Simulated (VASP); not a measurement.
# Ta (Im-3m) in VASP: notebook

Runs on Ta. Level: PBE. Tasks: single point.

Everything below comes from runs of VASP 6.6.1. Logs are shortened: lines on timing, memory, paths and dates and some standing lists are left out, and cuts for length are marked.

### 1 The cell of the first run

The structure is cubic, space group Im-3m (No. 229). The conventional cell has a = 3.247 Å, b = 3.247 Å, c = 3.247 Å, α = 90.00°, β = 90.00°, γ = 90.00°. Ta (site symmetry m-3m) has 14 Ta at 2.81 to 3.25 Å within 3.7 Å.

### 2 Single point, PBE

INCAR reads:

```
PREC = Accurate ; ENCUT = 520
EDIFF = 1E-6 ; ISMEAR = -1
SIGMA = 0.1 ; LREAL = F
LASPH = T ; NELM = 60
ALGO = Normal ; ISIF = 2
LWAVE = F ; LCHARG = T
GGA = PE ; LELF = T
LVHAR = T ; NBANDS = 12
```

KPOINTS reads:

```
Automatic mesh
0
Gamma
  12 12 12
```

POSCAR reads:

```
Ta
1.0
   -1.6232867955      1.6232867955      1.6232867955
    1.6232867955     -1.6232867955      1.6232867955
    1.6232867955      1.6232867955     -1.6232867955
Ta
1
Direct
    0.0000000000      0.0000000000      0.0000000000
```

Potentials or basis: VASP PAW PBE potentials, release 64 (Ta_pv).

The run is started by

```sh
$ cat potpaw_PBE.64/Ta_pv/POTCAR > POTCAR
$ mpirun -np 1 vasp_std > vasp.out
```

OUTCAR:

```text
PREC = Accurate
   ENCUT = 520
   EDIFF = 1E-6
   ISMEAR = -1
   LREAL = F
   LASPH = T
   NELM = 60
   ISIF = 2
   GGA = PE

 ion  position               nearest neighbor table
   1  0.000  0.000  0.000-

  LATTYP: Found a body centered cubic cell.
 ALAT       =     3.2465735910

  Lattice vectors:

 A1 = (  -1.6232867955,   1.6232867955,   1.6232867955)
 A2 = (   1.6232867955,  -1.6232867955,   1.6232867955)
 A3 = (   1.6232867955,   1.6232867955,  -1.6232867955)

Analysis of symmetry for initial positions (statically):
=====================================================================
 Subroutine PRICEL returns:
 Original cell was already a primitive cell.

 Routine SETGRP: Setting up the symmetry group for a
 body centered cubic supercell.

 Subroutine GETGRP returns: Found 48 space group operations
 (whereof 48 operations were pure point group operations)
 out of a pool of 48 trial point group operations.

The static configuration has the point symmetry O_h .

Analysis of symmetry for dynamics (positions and initial velocities):
=====================================================================
 Subroutine PRICEL returns:
 Original cell was already a primitive cell.

 Routine SETGRP: Setting up the symmetry group for a
 body centered cubic supercell.

 Subroutine GETGRP returns: Found 48 space group operations
 (whereof 48 operations were pure point group operations)
 out of a pool of 48 trial point group operations.

The dynamic configuration has the point symmetry O_h .

 Subroutine INISYM returns: Found 48 space group operations
 (whereof 48 operations are pure point group operations),
 and found     1 'primitive' translations

----------------------------------------------------------------------------------------

                                     Primitive cell

  volume of cell :      17.1098

  direct lattice vectors                    reciprocal lattice vectors
    -1.623286796  1.623286796  1.623286796     0.000000000  0.308017044  0.308017044
     1.623286796 -1.623286796  1.623286796     0.308017044  0.000000000  0.308017044
     1.623286796  1.623286796 -1.623286796     0.308017044  0.308017044  0.000000000

  length of vectors
     2.811615205  2.811615205  2.811615205     0.435601881  0.435601881  0.435601881

  position of ions in fractional coordinates (direct lattice)
     0.000000000  0.000000000  0.000000000

  ion indices of the primitive-cell ions
   primitive index   ion index
                 1           1

----------------------------------------------------------------------------------------

 KPOINTS: Automatic mesh

Automatic generation of k-mesh.
 Grid dimensions read from file:
 generate k-points for:   12   12   12

 Generating k-lattice:

  Cartesian coordinates                     Fractional coordinates (reciprocal lattice)
     0.000000000  0.025668087  0.025668087     0.083333333  0.000000000  0.000000000
     0.025668087  0.000000000  0.025668087     0.000000000  0.083333333  0.000000000
     0.025668087  0.025668087  0.000000000     0.000000000  0.000000000  0.083333333

  Length of vectors
     0.036300157  0.036300157  0.036300157

  Shift w.r.t. Gamma in fractional coordinates (k-lattice)
     0.000000000  0.000000000  0.000000000

 Subroutine IBZKPT returns following result:
 ===========================================

 Found     72 irreducible k-points:

 Following reciprocal coordinates:
            Coordinates               Weight
  0.000000  0.000000  0.000000      1.000000
  0.083333  0.000000  0.000000     12.000000
  0.166667  0.000000  0.000000     12.000000
  0.250000  0.000000  0.000000     12.000000
  0.333333  0.000000  0.000000     12.000000
  0.416667  0.000000  0.000000     12.000000
[... 16 lines left out ...]
  0.333333  0.083333  0.083333     24.000000
  0.416667  0.083333  0.083333     12.000000
 [... further k-points ...]
   k-points           NKPTS =     72   k-points in BZ     NKDIM =     72   number of bands    NBANDS=     12
   number of dos      NEDOS =    301   number of ions     NIONS =      1
   total plane-waves  NPLWV =  13824
   dimension x,y,z NGX =    24 NGY =   24 NGZ =   24
   dimension x,y,z NGXF=    48 NGYF=   48 NGZF=   48
   ions per type =               1
   NGX,Y,Z   is equivalent  to a cutoff of  14.19, 14.19, 14.19 a.u.
   NGXF,Y,Z  is equivalent  to a cutoff of  28.38, 28.38, 28.38 a.u.
 SYSTEM =  unknown system
   PREC   = accura    normal or accurate (medium, high low for compatibility)
   ISTART =      0    job   : 0-new  1-cont  2-samecut
   ICHARG =      2    charge: 1-file 2-atom 10-const
   ISPIN  =      1    spin polarized calculation?
   LNONCOLLINEAR =      F non collinear calculations
   LSORBIT =      F    spin-orbit coupling
   LASPH  =      T    aspherical Exc in radial PAW
   ENCUT  =  520.0 eV  38.22 Ry    6.18 a.u.   5.23  5.23  5.23*2*pi/ulx,y,z
   NELM   =     60;   NELMIN=  2; NELMDL= -5     # of ELM steps
   EDIFF  = 0.1E-05   stopping-criterion for ELM
   LREAL  =      F    real-space projection
   EDIFFG = 0.1E-04   stopping-criterion for IOM
   NSW    =      0    number of steps for IOM
   IBRION =     -1    ionic relax: 0-MD 1-quasi-New 2-CG
   NFREE  =      0    steps in history (QN), initial steepest desc. (CG)
   ISIF   =      2    stress and relaxation
   ISYM   =      2    0-nonsym 1-usesym 2-fastsym
   POTIM  = 0.5000    time-step for ionic-motion
   TEBEG  =    0.0;   TEEND  =   0.0 temperature during run
   PSTRESS=    0.0 pullay stress
   NELECT =      11.0000    total number of electrons
   NUPDOWN=      -1.0000    fix difference up-down
   EMIN   =  10.00;   EMAX   =-10.00  energy-range for DOS
   EFERMI =   0.00;   METHOD = LEGACY
   ISMEAR =    -1;   SIGMA  =   0.10  broadening in eV -4-tet -1-fermi 0-gaus
   EFERMI_NEDOS =   21; number of points for ismear=-14 and -15
   IALGO  =     38    algorithm
   IMIX   =      4    mixing-type and parameters
     AMIX     =   0.40;   BMIX     =  1.00
     AMIX_MAG =   1.60;   BMIX_MAG =  1.00
  volume/ion in A,a.u.               =      17.11       115.46
  Fermi-wavevector in a.u.,A,eV,Ry     =   1.412940  2.670070 27.162674  1.996400
  Thomas-Fermi vector in A             =   2.534637
   LORBIT       =      0    0 simple, 1 ext, 2 COOP (PROOUT), +10 PAW based schemes
   GGA     = PE    functional components
   LHFCALC =     F    Hartree Fock is set to
   AEXX    =    0.0000 exact exchange contribution
   IVDW    =     0    specifies the selected vdW correction
   LEPSILON=     F    determine dielectric tensor
   LRPA    =     F    only Hartree local field effects (RPA)
 non-spin polarized calculation
  energy-cutoff  :      520.00
  volume of cell :       17.11
 maximum number of plane-waves:       474
 NGX is ok and might be reduce to    24
   NGX = 11   NGY = 11   NGZ = 11

 number of electron      10.9999999 magnetization

 Free energy of the ion-electron system (eV)
  ---------------------------------------------------
  ext. energy  EPLUGINS =         0.00000000
  ---------------------------------------------------
  free energy    TOTEN  =       -11.78060321 eV

  energy without entropy =      -11.73886944  energy(sigma->0) =      -11.75973632

 E-fermi :   5.9244     XC(G=0): -12.8808

 val. band max:        5.9023972890   @ k =   0.1667   0.0000   0.0000
 cond. band min:       5.9374409005   @ k =   0.3333   0.1667  -0.0000
 fundamental gap:      0.0350436115
 Fermi energy:         5.9243884287

 k-point     1 :       0.0000    0.0000    0.0000
  band No.  band energies     occupation
      1     -26.9409      2.00000
      2     -26.9409      2.00000
      3     -26.9409      2.00000
      4      -2.2004      2.00000
      5       6.6497      0.00141
      6       6.6497      0.00141
      7       6.6497      0.00141
      8      10.1069      0.00000
      9      10.1069      0.00000
     10      20.8035      0.00000
     11      21.1631      0.00000
     12      21.1631      0.00000

 k-point     2 :       0.0833    0.0000    0.0000
  band No.  band energies     occupation
      1     -27.0431      2.00000
      2     -26.9718      2.00000
      3     -26.9416      2.00000
      4      -1.8715      2.00000
      5       6.4354      0.01200
      6       6.5795      0.00285
      7       6.9747      0.00005
      8       9.7756      0.00000
      9      10.1072      0.00000
     10      20.8033      0.00000
     11      21.4584      0.00000
     12      21.7359      0.00000

 k-point     3 :       0.1667    0.0000    0.0000
  band No.  band energies     occupation
      1     -27.3146      2.00000
      2     -27.0554      2.00000
      3     -26.9435      2.00000
      4      -0.9725      2.00000
      5       5.9024      1.10951
      6       6.2480      0.07568
      7       7.9265      0.00000
      8       9.3766      0.00000
      9      10.1481      0.00000
     10      20.8026      0.00000
     11      21.9820      0.00000
     12      23.3343      0.00000
[... 286 lines left out ...]
 k-point    23 :       0.3333    0.0833    0.0833
  band No.  band energies     occupation
      1     -28.1796      2.00000
      2     -27.4076      2.00000
      3     -27.0424      2.00000
      4       1.9759      2.00000
      5       4.2489      2.00000
      6       6.2824      0.05424
      7      10.2875      0.00000
      8      11.0250      0.00000
      9      14.4139      0.00000
     10      18.2550      0.00000
     11      19.3583      0.00000
     12      20.8149      0.00000

 k-point    24 :       0.4167    0.0833    0.0833
  band No.  band energies     occupation
      1     -28.2379      2.00000
      2     -27.4517      2.00000
      3     -27.0452      2.00000
      4       1.9674      2.00000
      5       4.1492      2.00000
      6       6.9994      0.00004
      7      10.2961      0.00000
      8      11.1619      0.00000
      9      15.2589      0.00000
     10      17.2104      0.00000
     11      18.8671      0.00000
     12      20.8125      0.00000

 [... further k-points ...]

------------------------ aborting loop because EDIFF is reached ----------------------------------------

  FORCE on cell =-STRESS in cart. coord.  units (eV):
  Direction    XX          YY          ZZ          XY          YZ          ZX
  --------------------------------------------------------------------------------------
  -------------------------------------------------------------------------------------
  Total        1.5324890      1.5324890      1.5324890     -0.0000000     -0.0000000     -0.0000000
  in kB      143.5034037    143.5034037    143.5034037     -0.0000000     -0.0000000     -0.0000000
  external PRESSURE =     143.5034037 kB  Pullay stress =       0.0000000 kB

 VOLUME and BASIS-vectors are now :
 -----------------------------------------------------------------------------
  energy-cutoff  :      520.00
  volume of cell :       17.11
      direct lattice vectors                 reciprocal lattice vectors
    -1.623286796  1.623286796  1.623286796     0.000000000  0.308017044  0.308017044
     1.623286796 -1.623286796  1.623286796     0.308017044  0.000000000  0.308017044
     1.623286796  1.623286796 -1.623286796     0.308017044  0.308017044  0.000000000

 POSITION                                       TOTAL-FORCE (eV/Angst)
 -----------------------------------------------------------------------------------
      0.00000      0.00000      0.00000         0.000000     -0.000000      0.000000
 -----------------------------------------------------------------------------------
    total drift:                                0.000000      0.000000      0.000000

  FREE ENERGIE OF THE ION-ELECTRON SYSTEM (eV)
  ---------------------------------------------------
  free  energy   TOTEN  =       -11.7806032101 eV

  energy  without entropy=      -11.7388694369  energy(sigma->0) =      -11.75973632
```

Run time: 5.1 s. Hardware: 1 thread of Intel Xeon 6975P-C (Granite Rapids), shared host; peak memory 0.14 GiB.

Results:

```
Free energy : -11.7806 eV
Pressure    : 14.4 GPa
```

Levels at points of the mesh, in eV from the Fermi level:
```tsv
k point	band 1	band 2	band 3	band 4	band 5	band 6	band 7	band 8	band 9	band 10
(0.00, 0.00, 0.00)	-32.87	-32.87	-32.87	-8.12	0.73	0.73	0.73	4.18	4.18	14.88
(0.50, 0.00, 0.00)	-34.25	-33.31	-32.88	-4.62	-1.71	1.82	4.10	5.19	8.31	12.17
(0.50, 0.50, 0.50)	-33.83	-33.83	-33.83	-4.13	-4.13	7.26	7.26	7.26	9.13	9.13
```

Caveat: spin-orbit coupling is left out, which moves the levels of the heavy elements.

### 3 Single point, PBE

This run uses another cell than the first one, of 17.56 Å³/atom, 1.026 times its volume.

INCAR reads:

```
PREC = Accurate
ENCUT = 520
EDIFF = 1E-6
ISMEAR = -1
SIGMA = 0.1
LREAL = F
LASPH = T
NELM = 100
ALGO = Normal
ISIF = 2
LWAVE = F
LCHARG = T
GGA = PE
LELF = T
LVHAR = T
NBANDS = 12
```

KPOINTS is that of step 2.

POSCAR reads:

```
Ta
1.0
   -1.6374030414      1.6374030414      1.6374030414
    1.6374030414     -1.6374030414      1.6374030414
    1.6374030414      1.6374030414     -1.6374030414
Ta
1
Direct
    0.0000000000      0.0000000000      0.0000000000
```

Potentials or basis: VASP PAW PBE potentials, release 64 (Ta_pv).

The run is started by

```sh
$ cat potpaw_PBE.64/Ta_pv/POTCAR > POTCAR
$ mpirun -np 1 vasp_std > vasp.out
```

Wall time 5.1 s (1 thread of Intel Xeon 6975P-C (Granite Rapids), shared host); peak memory 0.14 GiB.

Results (log left out):

```
Free energy : -11.8125 eV
Pressure    : 8.4 GPa
```

Levels at points of the mesh, in eV from the Fermi level:
```tsv
k point	band 2	band 3	band 4	band 5	band 6	band 7	band 8	band 9
(0.00, 0.00, 0.00)	-32.97	-32.97	-8.02	0.73	0.73	0.73	4.09	4.09
(0.50, 0.00, 0.00)	-33.38	-32.98	-4.50	-1.62	1.70	3.99	5.05	8.05
(0.50, 0.50, 0.50)	-33.85	-33.85	-3.96	-3.96	7.05	7.05	7.05	8.88
```

Caveat: spin-orbit coupling is left out, which moves the levels of the heavy elements.

(Continued in part 2 of 2.)
